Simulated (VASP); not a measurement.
**KF: single point with r2SCAN**

Crystal: KF.

```
K F
1.0
     0.00000    2.63193    2.63193
     2.63193    0.00000    2.63193
     2.63193    2.63193    0.00000
K F
1 1
Cartesian
  0.0000 0.0000 0.0000
  2.6319 2.6319 2.6319
```

This cell differs from its parent crystal: volume scaled by 0.97.

* Program: VASP 6.6.1
* Task: single point
* Functional: r2SCAN
* Potentials or basis: VASP PAW PBE potentials, release 64 (K_sv, F)
* Cutoff: 520 eV
* k mesh: 8 × 8 × 8
* Occupations: gaussian, width 0.02 eV
* Spin: no spin polarisation
* Dipole correction: no
* Further INCAR settings: ALGO = Normal; EDIFF = 1e-07; NBANDS = 15

| Item | Value |
| --- | --- |
| Pressure | 1.2 GPa |
| Band gap on the k mesh | 7.08 eV, direct |

Levels at points of the mesh, in eV from the valence-band top:
| k point | band 6 | band 7 | band 8 | band 9 | band 10 | band 11 |
| --- | --- | --- | --- | --- | --- | --- |
| (0.00, 0.00, 0.00) | 0.00 | 0.00 | 0.00 | 7.08 | 11.57 | 11.57 |
| (0.50, 0.00, 0.00) | -0.81 | -0.37 | -0.37 | 9.87 | 11.60 | 13.14 |
| (0.50, 0.50, 0.00) | -0.18 | -0.04 | -0.04 | 8.80 | 11.48 | 12.80 |

It took 56 s on 1 thread of AMD EPYC 9R14 (Zen 4) (shared host), peak memory 0.14 GiB.

Caveat: the PAW data sets were made with another functional, which shifts forces and pressure a little. A k mesh can miss the band edges.
